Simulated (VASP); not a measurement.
# Ta (P6_3/mmc) in VASP: settings compared

The runs below take Ta through single point, with PBEsol, PBE, RPBE, revPBE.

All numbers are computed with VASP 6.6.1; they aren't measurements. Logs are shortened: lines on timing, memory, paths and dates and some standing lists are left out, and cuts for length are marked.

### 1 The cell of the first run

It takes space group P6_3/mmc (No. 194, hexagonal). The conventional cell has a = 2.859 Å, b = 2.859 Å, c = 5.116 Å, α = 90.00°, β = 90.00°, γ = 120.00°. Ta (site symmetry -6m2) has 12 Ta at 2.86 to 3.04 Å within 3.8 Å.

### 2 Single point, PBEsol

INCAR reads:

```
SYSTEM = Ta
ALGO     = Normal         ! electronic algorithm
EDIFF    = 1E-7           ! SCF threshold, eV
ENCUT    = 520            ! plane-wave cutoff, eV
GGA      = PS             ! functional
ISIF     = 2              ! what is computed and relaxed
ISMEAR   = -1             ! smearing method
LASPH    = .True.         ! aspherical terms in the spheres
LCHARG   = .False.        ! write CHGCAR
LREAL    = .False.        ! projectors in reciprocal space
LWAVE    = .False.        ! write WAVECAR
NBANDS   = 18             ! bands
NELM     = 80             ! most SCF steps
PREC     = Accurate       ! precision mode
SIGMA    = 0.05           ! smearing width, eV
```

KPOINTS reads:

```
k-points
0
Gamma
  11 11 5
  0 0 0
```

POSCAR reads:

```
Ta
1.0
    2.8588064239      0.0000000000      0.0000000000
   -1.4294032120      2.4757989876      0.0000000000
    0.0000000000      0.0000000000      5.1159257092
Ta
2
Direct
    0.3333333333      0.6666666667      0.2500000000
    0.6666666667      0.3333333333      0.7500000000
```

Potentials or basis: VASP PAW PBE potentials, release 64 (Ta_pv).

Started as:

```
$ cat potpaw_PBE.64/Ta_pv/POTCAR > POTCAR
$ mpirun -np 1 vasp_std > vasp.out
```

OUTCAR:

```text
SYSTEM = Ta
   EDIFF = 1E-7
   ENCUT = 520
   GGA = PS
   ISIF = 2
   ISMEAR = -1
   LASPH = .True.
   LREAL = .False.
   NELM = 80
   PREC = Accurate

 ion  position               nearest neighbor table
   1  0.333  0.667  0.250-   2 3.04   2 3.04   2 3.04   2 3.04   2 3.04   2 3.04
   2  0.667  0.333  0.750-   1 3.04   1 3.04   1 3.04   1 3.04   1 3.04   1 3.04

  LATTYP: Found a hexagonal cell.
 ALAT       =     2.8588064239
 C/A-ratio  =     1.7895320461

  Lattice vectors:

 A1 = (   2.8588064239,   0.0000000000,   0.0000000000)
 A2 = (  -1.4294032120,   2.4757989876,   0.0000000000)
 A3 = (   0.0000000000,   0.0000000000,   5.1159257092)

Analysis of symmetry for initial positions (statically):
=====================================================================
 Subroutine PRICEL returns:
 Original cell was already a primitive cell.

 Routine SETGRP: Setting up the symmetry group for a
 hexagonal supercell.

 Subroutine GETGRP returns: Found 24 space group operations
 (whereof 12 operations were pure point group operations)
 out of a pool of 24 trial point group operations.

The static configuration has the point symmetry D_3d.
 The point group associated with its full space group is D_6h.

Analysis of symmetry for dynamics (positions and initial velocities):
=====================================================================
 Subroutine PRICEL returns:
 Original cell was already a primitive cell.

 Routine SETGRP: Setting up the symmetry group for a
 hexagonal supercell.

 Subroutine GETGRP returns: Found 24 space group operations
 (whereof 12 operations were pure point group operations)
 out of a pool of 24 trial point group operations.

The dynamic configuration has the point symmetry D_3d.
 The point group associated with its full space group is D_6h.

 Subroutine INISYM returns: Found 24 space group operations
 (whereof 12 operations are pure point group operations),
 and found     1 'primitive' translations

----------------------------------------------------------------------------------------

                                     Primitive cell

  volume of cell :      36.2097

  direct lattice vectors                    reciprocal lattice vectors
     2.858806424  0.000000000  0.000000000     0.349796332  0.201955006  0.000000000
    -1.429403212  2.475798988  0.000000000     0.000000000  0.403910012  0.000000000
     0.000000000  0.000000000  5.115925709     0.000000000  0.000000000  0.195468046

  length of vectors
[... 81 lines left out ...]
   NELM   =     80;   NELMIN=  2; NELMDL= -5     # of ELM steps
   EDIFF  = 0.1E-06   stopping-criterion for ELM
   LREAL  =      F    real-space projection
   EDIFFG = 0.1E-05   stopping-criterion for IOM
   NSW    =      0    number of steps for IOM
   IBRION =     -1    ionic relax: 0-MD 1-quasi-New 2-CG
   NFREE  =      0    steps in history (QN), initial steepest desc. (CG)
   ISIF   =      2    stress and relaxation
   ISYM   =      2    0-nonsym 1-usesym 2-fastsym
   POTIM  = 0.5000    time-step for ionic-motion
   TEBEG  =    0.0;   TEEND  =   0.0 temperature during run
   PSTRESS=    0.0 pullay stress
   NELECT =      22.0000    total number of electrons
   NUPDOWN=      -1.0000    fix difference up-down
   EMIN   =  10.00;   EMAX   =-10.00  energy-range for DOS
   EFERMI =   0.00;   METHOD = LEGACY
   ISMEAR =    -1;   SIGMA  =   0.05  broadening in eV -4-tet -1-fermi 0-gaus
   EFERMI_NEDOS =   21; number of points for ismear=-14 and -15
   IALGO  =     38    algorithm
   IMIX   =      4    mixing-type and parameters
     AMIX     =   0.40;   BMIX     =  1.00
     AMIX_MAG =   1.60;   BMIX_MAG =  1.00
  volume/ion in A,a.u.               =      18.10       122.18
  Fermi-wavevector in a.u.,A,eV,Ry     =   1.386567  2.620232 26.158136  1.922569
  Thomas-Fermi vector in A             =   2.510871
   LORBIT       =      0    0 simple, 1 ext, 2 COOP (PROOUT), +10 PAW based schemes
   GGA     = PS    functional components
   LHFCALC =     F    Hartree Fock is set to
   AEXX    =    0.0000 exact exchange contribution
   IVDW    =     0    specifies the selected vdW correction
   LEPSILON=     F    determine dielectric tensor
   LRPA    =     F    only Hartree local field effects (RPA)
 non-spin polarized calculation
  energy-cutoff  :      520.00
  volume of cell :       36.21
 maximum number of plane-waves:       986
 NGX is ok and might be reduce to    24
   NGX = 11   NGY = 11   NGZ = 19

 number of electron      22.0000001 magnetization

 Free energy of the ion-electron system (eV)
  ---------------------------------------------------
  ext. energy  EPLUGINS =         0.00000000
  ---------------------------------------------------
  free energy    TOTEN  =       -24.53549506 eV

  energy without entropy =      -24.51889886  energy(sigma->0) =      -24.52719696

 E-fermi :   5.7299     XC(G=0): -12.6883

 val. band max:        5.6897696524   @ k =   0.3636   0.0000   0.0000
 cond. band min:       5.7480064726   @ k =   0.1818   0.1818   0.0000
 fundamental gap:      0.0582368202
 Fermi energy:         5.7299311687

 k-point     1 :       0.0000    0.0000    0.0000
  band No.  band energies     occupation
      1     -28.7877      2.00000
      2     -27.8680      2.00000
      3     -27.7284      2.00000
      4     -27.7284      2.00000
      5     -27.6378      2.00000
      6     -27.6378      2.00000
[... 481 lines left out ...]
      5     -27.8675      2.00000
      6     -27.7884      2.00000
[... 10 lines left out ...]
     17      10.9578      0.00000
     18      12.7051      0.00000

 [... further k-points ...]

------------------------ aborting loop because EDIFF is reached ----------------------------------------

  FORCE on cell =-STRESS in cart. coord.  units (eV):
  Direction    XX          YY          ZZ          XY          YZ          ZX
  --------------------------------------------------------------------------------------
  -------------------------------------------------------------------------------------
  Total        0.0471640      0.0471640      0.0321200     -0.0000000      0.0000000      0.0000000
  in kB        2.0868751      2.0868751      1.4212216     -0.0000000      0.0000000      0.0000000
  external PRESSURE =       1.8649906 kB  Pullay stress =       0.0000000 kB

 VOLUME and BASIS-vectors are now :
 -----------------------------------------------------------------------------
  energy-cutoff  :      520.00
  volume of cell :       36.21
      direct lattice vectors                 reciprocal lattice vectors
     2.858806424  0.000000000  0.000000000     0.349796332  0.201955006  0.000000000
    -1.429403212  2.475798988  0.000000000     0.000000000  0.403910012  0.000000000
     0.000000000  0.000000000  5.115925709     0.000000000  0.000000000  0.195468046

 POSITION                                       TOTAL-FORCE (eV/Angst)
 -----------------------------------------------------------------------------------
     -0.00000      1.65053      1.27898        -0.000000      0.000000      0.000000
      1.42940      0.82527      3.83694         0.000000     -0.000000      0.000000
 -----------------------------------------------------------------------------------
    total drift:                                0.000000     -0.000000      0.000000

  FREE ENERGIE OF THE ION-ELECTRON SYSTEM (eV)
  ---------------------------------------------------
  free  energy   TOTEN  =       -24.5354950647 eV

  energy  without entropy=      -24.5188988628  energy(sigma->0) =      -24.52719696
```

Run time: 11 s. Hardware: 1 thread of Intel Xeon 6975P-C, shared host; peak memory 0.17 GiB.

Results:

```yaml
Free_energy: -24.5355 eV
Pressure: 0.2 GPa
Band_gap_on_the_k_mesh: zero (band 11 reaches 6.74 eV, above the bottom of band 12 at 5.13 eV)
```

Caveat: the PAW data sets were made with another functional, which shifts forces and pressure a little; spin-orbit coupling is left out, which moves the levels of the heavy elements.

### 3 Single point, PBE

This run uses another cell than the first one, of 18.73 Å³/atom, 1.034 times its volume.

INCAR reads:

```
SYSTEM = Ta
PREC     = Accurate       ! precision mode
ENCUT    = 520            ! plane-wave cutoff, eV
EDIFF    = 1E-6           ! SCF threshold, eV
ISMEAR   = -1             ! smearing method
SIGMA    = 0.05           ! smearing width, eV
LREAL    = .FALSE.        ! projectors in reciprocal space
LASPH    = .TRUE.         ! aspherical terms in the spheres
NELM     = 60             ! most SCF steps
ALGO     = Normal         ! electronic algorithm
ISIF     = 2              ! what is computed and relaxed
LWAVE    = .FALSE.        ! write WAVECAR
LCHARG   = .FALSE.        ! write CHGCAR
GGA      = PE             ! functional
NBANDS   = 18             ! bands
```

KPOINTS reads:

```
regular mesh
0
G
  11 11 5
  0 0 0
```

POSCAR reads:

```
Ta
1.0
    2.8921354646      0.0000000000      0.0000000000
   -1.4460677323      2.5046627835      0.0000000000
    0.0000000000      0.0000000000      5.1706612431
Ta
2
Direct
    0.3333333333      0.6666666667      0.2500000000
    0.6666666667      0.3333333333      0.7500000000
```

Potentials or basis: VASP PAW PBE potentials, release 64 (Ta_pv).

Started as:

```
$ cat potpaw_PBE.64/Ta_pv/POTCAR > POTCAR
$ mpirun -np 1 vasp_std > vasp.out
```

Wall time 14 s (1 thread of Intel Xeon 6975P-C, shared host); peak memory 0.17 GiB.

Results (log left out):

* Free energy: -23.0895 eV
* Pressure: 0.0 GPa
* Band gap on the k mesh: zero (band 11 reaches 6.53 eV, above the bottom of band 12 at 5.06 eV)

Levels at points of the mesh, in eV from the Fermi level:
```tsv
k point	band 7	band 8	band 9	band 10	band 11	band 12	band 13	band 14	band 15	band 16
(0.00, 0.00, 0.00)	-8.21	-4.94	-0.62	-0.17	0.59	0.59	1.15	1.15	3.00	3.00
```

Caveat: spin-orbit coupling is left out, which moves the levels of the heavy elements.

### 4 Single point, RPBE

This run uses another cell than the first one, of 19.05 Å³/atom, 1.052 times its volume.

INCAR reads:

```
SYSTEM = Ta
PREC = Accurate ; ENCUT = 520
EDIFF = 1E-6 ; ISMEAR = -1
SIGMA = 0.05 ; LREAL = .FALSE.
LASPH = .TRUE. ; NELM = 80
ALGO = Normal ; ISIF = 2
LWAVE = .FALSE. ; LCHARG = .FALSE.
GGA = RP ; NBANDS = 18
```

KPOINTS is that of step 3.

POSCAR reads:

```
Ta
1.0
    2.9096911070      0.0000000000      0.0000000000
   -1.4548455535      2.5198664158      0.0000000000
    0.0000000000      0.0000000000      5.1975209148
Ta
2
Direct
    0.3333333333      0.6666666667      0.2500000000
    0.6666666667      0.3333333333      0.7500000000
```

Started as:

```
$ cat potpaw_PBE.64/Ta_pv/POTCAR > POTCAR
$ mpirun -np 1 vasp_std > vasp.out
```

Wall time 15 s (1 thread of Intel Xeon 6975P-C, shared host); peak memory 0.17 GiB.

It converged, with:

```
Free energy            : -22.1058 eV
Pressure               : 0.0 GPa
Band gap on the k mesh : zero (band 11 reaches 6.43 eV, above the bottom of band 12 at 5.01 eV)
```

Levels at points of the mesh, in eV from the Fermi level:
```
           k point  band 8  band 9  band 10  band 11  band 12  band 13  band 14  band 15
(0.00, 0.00, 0.00)   -4.88   -0.58    -0.24     0.61     0.61     1.15     1.15     2.96
```

Caveat: the PAW data sets were made with another functional, which shifts forces and pressure a little; spin-orbit coupling is left out, which moves the levels of the heavy elements.

### 5 Single point, revPBE

This run uses another cell than the first one, of 18.96 Å³/atom, 1.047 times its volume.

INCAR reads:

```
ALGO = Normal ; EDIFF = 1E-6
ENCUT = 520 ; GGA = RE
ISIF = 2 ; ISMEAR = -1
LASPH = T ; LCHARG = F
LREAL = F ; LWAVE = F
NBANDS = 18 ; NELM = 60
PREC = Accurate ; SIGMA = 0.05
```

KPOINTS reads:

```
k-points
0
Gamma
  11 11 5
```

POSCAR reads:

```
Ta
1.0
    2.9046935156      0.0000000000      0.0000000000
   -1.4523467578      2.5155383747      0.0000000000
    0.0000000000      0.0000000000      5.1898611438
Ta
2
Direct
    0.3333333333      0.6666666667      0.2500000000
    0.6666666667      0.3333333333      0.7500000000
```

Started as:

```
$ cat potpaw_PBE.64/Ta_pv/POTCAR > POTCAR
$ mpirun -np 1 vasp_std > vasp.out
```

Run time: 12 s. Hardware: 1 thread of Intel Xeon 6975P-C, shared host; peak memory 0.17 GiB.

It converged, with:

```yaml
Free_energy: -22.3009 eV
Pressure: 0.0 GPa
Band_gap_on_the_k_mesh: zero (band 11 reaches 6.46 eV, above the bottom of band 12 at 5.03 eV)
```

Levels at points of the mesh, in eV from the Fermi level:
```csv
k point,band 9,band 10,band 11,band 12,band 13,band 14
"(0.00, 0.00, 0.00)",-0.59,-0.22,0.60,0.60,1.15,1.15
```

Caveat: the PAW data sets were made with another functional, which shifts forces and pressure a little; spin-orbit coupling is left out, which moves the levels of the heavy elements.

### 6 The runs side by side

```csv
level,cell,gap on the mesh (eV),pressure (GPa)
PBEsol,"a = 2.859, b = 2.859, c = 5.116 Å, angles 90.0, 90.0, 120.0°, 2 atoms",none,0.2
PBE,"a = 2.892, b = 2.892, c = 5.171 Å, angles 90.0, 90.0, 120.0°, 2 atoms",none,0.0
RPBE,"a = 2.910, b = 2.910, c = 5.198 Å, angles 90.0, 90.0, 120.0°, 2 atoms",none,0.0
revPBE,"a = 2.905, b = 2.905, c = 5.190 Å, angles 90.0, 90.0, 120.0°, 2 atoms",none,0.0
```

Alike in all rows: task single point; potentials or basis VASP PAW PBE potentials, release 64 (Ta_pv); no spin polarisation; k mesh 11 × 11 × 5; cutoff (eV) 520; smearing fermi-dirac 0.05 eV.

Caveats: spin-orbit coupling is left out, which moves the levels of the heavy elements; the PAW data sets were made with another functional, which shifts forces and pressure a little (some runs).

Absolute energies hang on the potentials; compare differences alone.
